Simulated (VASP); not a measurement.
# Mn (Im-3m) in VASP: further runs

The runs below take Mn through relaxation of cell and atoms, with PBE.

All numbers are computed with VASP 6.6.1; they aren't measurements. Logs are shortened: lines on timing, memory, paths and dates and some standing lists are left out, and cuts for length are marked.

## Step 1: The cell of the first run

The structure is cubic, space group Im-3m (No. 229). Conventional cell: a = 2.590 Å, b = 2.590 Å, c = 2.590 Å, α = 90.00°, β = 90.00°, γ = 90.00°. Within 3.0 Å of Mn (site symmetry m-3m) lie 14 Mn at 2.24 to 2.59 Å.

This isn't the form of Mn at room conditions, which is a 58-atom cubic cell.

## Step 2: Relaxation of cell and atoms, PBE, collinear spin, ferromagnetic start, target pressure 95 GPa, at which the enthalpy is minimised

The input, INCAR:

```
PREC = Accurate
ENCUT = 600
EDIFF = 1E-6
ISMEAR = -1
SIGMA = 0.08
LREAL = False
LASPH = True
NELM = 150
ALGO = Normal
ISIF = 3
LWAVE = False
LCHARG = False
ISPIN = 2
MAGMOM = 3
LORBIT = 11
LMAXMIX = 4
GGA = PE
IBRION = 2
NSW = 60
EDIFFG = -0.005
PSTRESS = 950.0
```

The input, KPOINTS:

```
regular mesh
0
Gamma
  21 21 21
```

The input, POSCAR:

```
Mn
1.0
   -1.2949778758      1.2949778758      1.2949778758
    1.2949778758     -1.2949778758      1.2949778758
    1.2949778758      1.2949778758     -1.2949778758
Mn
1
Direct
    0.0000000000      0.0000000000      0.0000000000
```

Potentials or basis: VASP PAW PBE potentials, release 64 (Mn_pv).

Launch:

```bash
$ cat potpaw_PBE.64/Mn_pv/POTCAR > POTCAR
$ mpirun -np 1 vasp_std > vasp.out
```

OUTCAR:

```text
PREC = Accurate
   ENCUT = 600
   EDIFF = 1E-6
   ISMEAR = -1
   LREAL = False
   LASPH = True
   NELM = 150
   ISIF = 3
   ISPIN = 2
   LORBIT = 11
   GGA = PE
   IBRION = 2
   NSW = 60
   EDIFFG = -0.005
   PSTRESS = 950.0

 ion  position               nearest neighbor table
   1  0.000  0.000  0.000-

  LATTYP: Found a body centered cubic cell.
 ALAT       =     2.5899557516

  Lattice vectors:

 A1 = (  -1.2949778758,   1.2949778758,   1.2949778758)
 A2 = (   1.2949778758,  -1.2949778758,   1.2949778758)
 A3 = (   1.2949778758,   1.2949778758,  -1.2949778758)

Analysis of symmetry for initial positions (statically):
=====================================================================
 Subroutine PRICEL returns:
 Original cell was already a primitive cell.

 Routine SETGRP: Setting up the symmetry group for a
 body centered cubic supercell.

 Subroutine GETGRP returns: Found 48 space group operations
 (whereof 48 operations were pure point group operations)
 out of a pool of 48 trial point group operations.

The static configuration has the point symmetry O_h .

Analysis of symmetry for dynamics (positions and initial velocities):
=====================================================================
 Subroutine PRICEL returns:
 Original cell was already a primitive cell.

 Routine SETGRP: Setting up the symmetry group for a
 body centered cubic supercell.

 Subroutine GETGRP returns: Found 48 space group operations
 (whereof 48 operations were pure point group operations)
 out of a pool of 48 trial point group operations.

The dynamic configuration has the point symmetry O_h .

Analysis of structural, dynamic, and magnetic symmetry:
=====================================================================
 Subroutine PRICEL returns:
 Original cell was already a primitive cell.

 Routine SETGRP: Setting up the symmetry group for a
 body centered cubic supercell.

 Subroutine GETGRP returns: Found 48 space group operations
 (whereof 48 operations were pure point group operations)
 out of a pool of 48 trial point group operations.

The overall configuration has the point symmetry O_h .

 Subroutine INISYM returns: Found 48 space group operations
 (whereof 48 operations are pure point group operations),
 and found     1 'primitive' translations

----------------------------------------------------------------------------------------

                                     Primitive cell

  volume of cell :       8.6865

  direct lattice vectors                    reciprocal lattice vectors
    -1.294977876  1.294977876  1.294977876     0.000000000  0.386106982  0.386106982
     1.294977876 -1.294977876  1.294977876     0.386106982  0.000000000  0.386106982
     1.294977876  1.294977876 -1.294977876     0.386106982  0.386106982  0.000000000

  length of vectors
     2.242967476  2.242967476  2.242967476     0.546037731  0.546037731  0.546037731

  position of ions in fractional coordinates (direct lattice)
     0.000000000  0.000000000  0.000000000

  ion indices of the primitive-cell ions
   primitive index   ion index
                 1           1

----------------------------------------------------------------------------------------

 KPOINTS: regular mesh

Automatic generation of k-mesh.
 Grid dimensions read from file:
 generate k-points for:   21   21   21

 Generating k-lattice:

  Cartesian coordinates                     Fractional coordinates (reciprocal lattice)
     0.000000000  0.018386047  0.018386047     0.047619048  0.000000000  0.000000000
     0.018386047  0.000000000  0.018386047     0.000000000  0.047619048  0.000000000
     0.018386047  0.018386047  0.000000000     0.000000000  0.000000000  0.047619048

  Length of vectors
     0.026001797  0.026001797  0.026001797

  Shift w.r.t. Gamma in fractional coordinates (k-lattice)
     0.000000000  0.000000000  0.000000000

 Subroutine IBZKPT returns following result:
 ===========================================

 Found    286 irreducible k-points:

 Following reciprocal coordinates:
            Coordinates               Weight
  0.000000  0.000000  0.000000      1.000000
  0.047619  0.000000  0.000000     12.000000
  0.095238  0.000000  0.000000     12.000000
  0.142857  0.000000  0.000000     12.000000
  0.190476  0.000000  0.000000     12.000000
  0.238095  0.000000  0.000000     12.000000
[... 16 lines left out ...]
  0.142857  0.095238 -0.000000     48.000000
  0.190476  0.095238  0.000000     48.000000
 [... further k-points ...]
   k-points           NKPTS =    286   k-points in BZ     NKDIM =    286   number of bands    NBANDS=     12
   number of dos      NEDOS =    301   number of ions     NIONS =      1
   total plane-waves  NPLWV =   5832
   dimension x,y,z NGX =    18 NGY =   18 NGZ =   18
   dimension x,y,z NGXF=    36 NGYF=   36 NGZF=   36
   ions per type =               1
   NGX,Y,Z   is equivalent  to a cutoff of  13.34, 13.34, 13.34 a.u.
   NGXF,Y,Z  is equivalent  to a cutoff of  26.68, 26.68, 26.68 a.u.
 SYSTEM =  unknown system
   PREC   = accura    normal or accurate (medium, high low for compatibility)
   ISTART =      0    job   : 0-new  1-cont  2-samecut
   ICHARG =      2    charge: 1-file 2-atom 10-const
   ISPIN  =      2    spin polarized calculation?
   LNONCOLLINEAR =      F non collinear calculations
   LSORBIT =      F    spin-orbit coupling
   LASPH  =      T    aspherical Exc in radial PAW
   ENCUT  =  600.0 eV  44.10 Ry    6.64 a.u.   4.48  4.48  4.48*2*pi/ulx,y,z
   NELM   =    150;   NELMIN=  2; NELMDL= -5     # of ELM steps
   EDIFF  = 0.1E-05   stopping-criterion for ELM
   LREAL  =      F    real-space projection
   EDIFFG = -.5E-02   stopping-criterion for IOM
   NSW    =     60    number of steps for IOM
   IBRION =      2    ionic relax: 0-MD 1-quasi-New 2-CG
   NFREE  =      1    steps in history (QN), initial steepest desc. (CG)
   ISIF   =      3    stress and relaxation
   ISYM   =      2    0-nonsym 1-usesym 2-fastsym
   POTIM  = 0.5000    time-step for ionic-motion
   TEBEG  =    0.0;   TEEND  =   0.0 temperature during run
   PSTRESS=  950.0 pullay stress
   NELECT =      13.0000    total number of electrons
   NUPDOWN=      -1.0000    fix difference up-down
   EMIN   =  10.00;   EMAX   =-10.00  energy-range for DOS
   EFERMI =   0.00;   METHOD = LEGACY
   ISMEAR =    -1;   SIGMA  =   0.08  broadening in eV -4-tet -1-fermi 0-gaus
   EFERMI_NEDOS =   21; number of points for ismear=-14 and -15
   IALGO  =     38    algorithm
   IMIX   =      4    mixing-type and parameters
     AMIX     =   0.40;   BMIX     =  1.00
     AMIX_MAG =   1.60;   BMIX_MAG =  1.00
  volume/ion in A,a.u.               =       8.69        58.62
  Fermi-wavevector in a.u.,A,eV,Ry     =   1.872580  3.538662 47.709564  3.506554
  Thomas-Fermi vector in A             =   2.917924
   LORBIT       =     11    0 simple, 1 ext, 2 COOP (PROOUT), +10 PAW based schemes
   GGA     = PE    functional components
   LHFCALC =     F    Hartree Fock is set to
   AEXX    =    0.0000 exact exchange contribution
   IVDW    =     0    specifies the selected vdW correction
   LEPSILON=     F    determine dielectric tensor
   LRPA    =     F    only Hartree local field effects (RPA)
 conjugate gradient relaxation of ions
 spin polarized calculation
  energy-cutoff  :      600.00
  volume of cell :        8.69
 maximum number of plane-waves:       321
 NGX is ok and might be reduce to    18
   NGX =  9   NGY =  9   NGZ =  9

--------------------------------------- Ionic step        1  -------------------------------------------

 number of electron      12.9999984 magnetization       0.0043052

 number of electron      12.9999984 magnetization      -0.0000479

 Free energy of the ion-electron system (eV)
  ---------------------------------------------------
  ext. energy  EPLUGINS =         0.00000000
  ---------------------------------------------------
  free energy    TOTEN  =        -8.33498740 eV

  energy without entropy =       -8.30028295  energy(sigma->0) =       -8.31763517

------------------------ aborting loop because EDIFF is reached ----------------------------------------

  FORCE on cell =-STRESS in cart. coord.  units (eV):
  Direction    XX          YY          ZZ          XY          YZ          ZX
  --------------------------------------------------------------------------------------
  -------------------------------------------------------------------------------------
  Total        5.2700347      5.2700347      5.2700347     -0.0000000     -0.0000000      0.0000000
  in kB      972.0240720    972.0240720    972.0240720     -0.0000000     -0.0000000      0.0000000
  external PRESSURE =      22.0240720 kB  Pullay stress =     950.0000000 kB
[... 59 lines left out ...]
  enthalpy is  TOTEN    =        -3.1811550697 eV   P V=        5.2401518653

--------------------------------------- Ionic step        3  -------------------------------------------

 number of electron      12.9999984 magnetization       0.0000005

 Free energy of the ion-electron system (eV)
  ---------------------------------------------------
  ext. energy  EPLUGINS =         0.00000000
  ---------------------------------------------------
  free energy    TOTEN  =        -8.35254414 eV

  energy without entropy =       -8.31765832  energy(sigma->0) =       -8.33510123

 E-fermi :  14.2514     XC(G=0): -15.3395

 val. band max:       14.2504722039   @ k =  -0.3333   0.4286   0.0476
 cond. band min:      14.2516928985   @ k =  -0.3333   0.4762   0.0476
 fundamental gap:      0.0012206946
 Fermi energy:        14.2514262780

 spin component 1

 k-point     1 :       0.0000    0.0000    0.0000
  band No.  band energies     occupation
      1     -33.6849      1.00000
      2     -33.6849      1.00000
      3     -33.6849      1.00000
      4       4.6064      1.00000
      5      12.1053      1.00000
      6      12.1053      1.00000
      7      12.1053      1.00000
      8      14.6603      0.00599
      9      14.6603      0.00599
     10      39.6251      0.00000
     11      39.6251      0.00000
     12      39.6251      0.00000
[... 331 lines left out ...]
 k-point    24 :       0.1905    0.0952    0.0000
  band No.  band energies     occupation
      1     -34.4311      1.00000
      2     -33.8996      1.00000
      3     -33.7340      1.00000
      4       7.4025      1.00000
      5      11.1419      1.00000
      6      11.5005      1.00000
      7      14.0649      0.91148
      8      14.4455      0.08122
      9      14.9580      0.00015
     10      34.4714      0.00000
     11      36.6431      0.00000
     12      41.7343      0.00000

 [... further k-points ...]

 spin component 2

 k-point     1 :       0.0000    0.0000    0.0000
  band No.  band energies     occupation
      1     -33.6849      1.00000
      2     -33.6849      1.00000
      3     -33.6849      1.00000
      4       4.6064      1.00000
      5      12.1053      1.00000
      6      12.1053      1.00000
      7      12.1053      1.00000
      8      14.6603      0.00599
      9      14.6603      0.00599
     10      39.6251      0.00000
     11      39.6251      0.00000
     12      39.6251      0.00000
[... 373 lines left out ...]
  FREE ENERGIE OF THE ION-ELECTRON SYSTEM (eV)
  ---------------------------------------------------
  free  energy   TOTEN  =        -8.3525441429 eV

  energy  without entropy=       -8.3176583183  energy(sigma->0) =       -8.33510123

  enthalpy is  TOTEN    =        -3.1845593611 eV   P V=        5.1679847818

 reached required accuracy - stopping structural energy minimisation

 total charge

# of ion       s       p       d       tot
------------------------------------------
    1        0.511   6.574   5.399  12.485

 magnetization (x)

# of ion       s       p       d       tot
------------------------------------------
    1       -0.000  -0.000   0.000   0.000
```

It took 94 s on 1 thread of Intel Xeon Platinum 8488C (Sapphire Rapids), shared host; peak memory 0.18 GiB.

What came out:

| Item | Value |
| --- | --- |
| Free energy | -8.3525 eV |
| Relaxed volume | 8.72 Å³/atom |
| Relaxed cell | a = 2.245 Å, b = 2.245 Å, c = 2.245 Å, α = 109.47°, β = 109.47°, γ = 109.47° |
| Space group after relaxing (to 0.1 Å) | Im-3m (No. 229) |
| Energy change on relaxing (the run minimises the enthalpy) | -17.6 meV/atom |
| Ionic steps | 3 |
| Pressure after relaxing | 95.0 GPa |
| Net moment | 0.00 μB per cell |
| Valence electrons inside the program's atomic spheres | Mn 12.48 |

The path:
```tsv
step	energy change (eV)	largest force (eV/Å)	pressure (GPa)	volume (Å³)
1	0.0000	0.0000	97.20	8.69
2	-0.0863	0.0000	86.15	8.84
3	-0.0176	0.0000	95.01	8.72
```

Final structure:
```cif
data_structure
_symmetry_space_group_name_H-M 'P 1'
_symmetry_Int_Tables_number 1
_cell_length_a 2.2455
_cell_length_b 2.2455
_cell_length_c 2.2455
_cell_angle_alpha 109.471
_cell_angle_beta 109.471
_cell_angle_gamma 109.471
_cell_volume 8.72
loop_
_atom_site_label
_atom_site_type_symbol
_atom_site_fract_x
_atom_site_fract_y
_atom_site_fract_z
_atom_site_occupancy
Mn1 Mn 0.00000 0.00000 0.00000 1
```

Caveat: the cell is relaxed towards a set pressure, so the run minimises the enthalpy, not the energy; the moments typed at the start vanished in this run.

## Step 3: Relaxation of cell and atoms, PBE, collinear spin, ferromagnetic start, target pressure 95 GPa, at which the enthalpy is minimised

This run uses another cell than the first one, of 8.71 Å³/atom.

The input, INCAR:

```
SYSTEM = Mn
PREC     = Accurate       ! precision mode
ENCUT    = 600            ! plane-wave cutoff, eV
EDIFF    = 1E-7           ! SCF threshold, eV
ISMEAR   = -1             ! smearing method
SIGMA    = 0.08           ! smearing width, eV
LREAL    = .False.        ! projectors in reciprocal space
LASPH    = .True.         ! aspherical terms in the spheres
NELM     = 150            ! most SCF steps
ALGO     = Normal         ! electronic algorithm
ISIF     = 3              ! what is computed and relaxed
LWAVE    = .False.        ! write WAVECAR
LCHARG   = .False.        ! write CHGCAR
ISPIN    = 2              ! spin polarisation
MAGMOM   = 3              ! initial moments
LORBIT   = 11             ! projections on sites
LMAXMIX  = 4              ! l up to which the mixer works
GGA      = PE             ! functional
IBRION   = 2              ! ionic algorithm
NSW      = 32             ! ionic steps
EDIFFG   = -0.005         ! ionic threshold
PSTRESS  = 950.0
```

The input, KPOINTS:

```
Automatic mesh
0
Gamma
  21 21 21
  0 0 0
```

The input, POSCAR:

```
Mn
1.0
   -1.2960617749      1.2960617749      1.2960617749
    1.2960617749     -1.2960617749      1.2960617749
    1.2960617749      1.2960617749     -1.2960617749
Mn
1
Direct
    0.0000000000      0.0000000000      0.0000000000
```

Potentials or basis: VASP PAW PBE potentials, release 64 (Mn_pv).

Launch:

```bash
$ cat potpaw_PBE.64/Mn_pv/POTCAR > POTCAR
$ mpirun -np 1 vasp_std > vasp.out
```

It took 1.8 min on 1 thread of Intel Xeon Platinum 8488C (Sapphire Rapids), shared host; peak memory 0.18 GiB.

The run converged. Its results:

```yaml
Free_energy: -8.3524 eV
Relaxed_volume: 8.72 Å³/atom
Relaxed_cell: a = 2.245 Å, b = 2.245 Å, c = 2.245 Å, α = 109.47°, β = 109.47°, γ = 109.47°
Space_group_after_relaxing_to_0.1_Å: Im-3m (No. 229)
Energy_change_on_relaxing_the_run_minimises_the_enthalpy: -4.3 meV/atom
Ionic_steps: 3
Pressure_after_relaxing: 95.0 GPa
Net_moment: 0.00 μB per cell
Valence_electrons_inside_the_program's_atomic_spheres: Mn 12.48
```

The path:
```csv
step,energy change (eV),largest force (eV/Å),pressure (GPa),volume (Å³)
1,0.0000,0.0000,95.56,8.71
2,-0.0224,0.0000,92.71,8.75
3,-0.0043,0.0000,95.01,8.72
```

Final structure:
```
Mn
1.0
    -1.29642    1.29642    1.29642
     1.29642   -1.29642    1.29642
     1.29642    1.29642   -1.29642
Mn
1
Direct
  0.00000 0.00000 0.00000
```

Levels at points of the mesh, in eV from the Fermi level:
Spin up:
```
           k point  band 2  band 3  band 4  band 5  band 6  band 7  band 8  band 9  band 10  band 11
(0.00, 0.00, 0.00)  -47.94  -47.94   -9.65   -2.15   -2.15   -2.15    0.41    0.41    25.37    25.37
```
Spin down:
| k point | band 4 | band 5 | band 6 | band 7 | band 8 | band 9 |
| --- | --- | --- | --- | --- | --- | --- |
| (0.00, 0.00, 0.00) | -9.65 | -2.15 | -2.15 | -2.15 | 0.41 | 0.41 |

Caveat: the cell is relaxed towards a set pressure, so the run minimises the enthalpy, not the energy; the moments typed at the start vanished in this run.
